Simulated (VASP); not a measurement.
Set up this calculation in VASP 6.6.1, as the native input.

| Property | Result |
| --- | --- |
| Task | single point |
| Functional | PBE |
| Potentials or basis | VASP PAW PBE potentials, release 64 (Ir) |
| Cutoff | 520 eV |
| k mesh | 22 × 22 × 22 |
| Occupations | gaussian, width 0.15 eV |
| Spin | no spin polarisation |
| Dipole correction | no |
| Further INCAR settings | ALGO = Normal; EDIFF = 1e-06; NBANDS = 10 |

The structure of Ir lies in POSCAR:

```
Ir
1.0
    0.0000000000      1.7661240000      2.0732760000
    1.7661240000      0.0000000000      2.0732760000
    1.7661240000      1.7661240000      0.0000000000
Ir
1
Direct
    0.0000000000      0.0000000000      0.0000000000
```

This cell differs from its parent crystal: strain -0.080 along x and y, +0.080 along z.

These files were run (other wordings do the same):

INCAR

```
SYSTEM = Ir
PREC = Accurate ; ENCUT = 520
EDIFF = 1E-6 ; ISMEAR = 0
SIGMA = 0.15 ; LREAL = .FALSE.
LASPH = .TRUE. ; NELM = 80
ALGO = Normal ; ISIF = 2
LWAVE = .FALSE. ; LCHARG = .FALSE.
GGA = PE ; NBANDS = 10
```

KPOINTS

```
regular mesh
0
G
  22 22 22
  0 0 0
```

Potentials or basis: VASP PAW PBE potentials, release 64 (Ir).

Launch:

```bash
$ cat potpaw_PBE.64/Ir/POTCAR > POTCAR
$ mpirun -np 1 vasp_std > vasp.out
```

Results of the run:

```json
{"Pressure": "62.4 GPa", "Band gap on the k mesh": "zero (an odd number of electrons rules out a gap without spin polarisation)"}
```

Caveat: the cell differs from its parent crystal (strain -0.080 along x and y, +0.080 along z); the cell stands under pressure; spin-orbit coupling is left out, which moves the levels of the heavy elements.

Wall time 95 s on 1 thread of Intel(R) Xeon(R) Platinum 8259CL CPU @ 2.50GHz (Skylake/Cascade Lake), with other jobs on the host, peak memory 0.23 GiB.
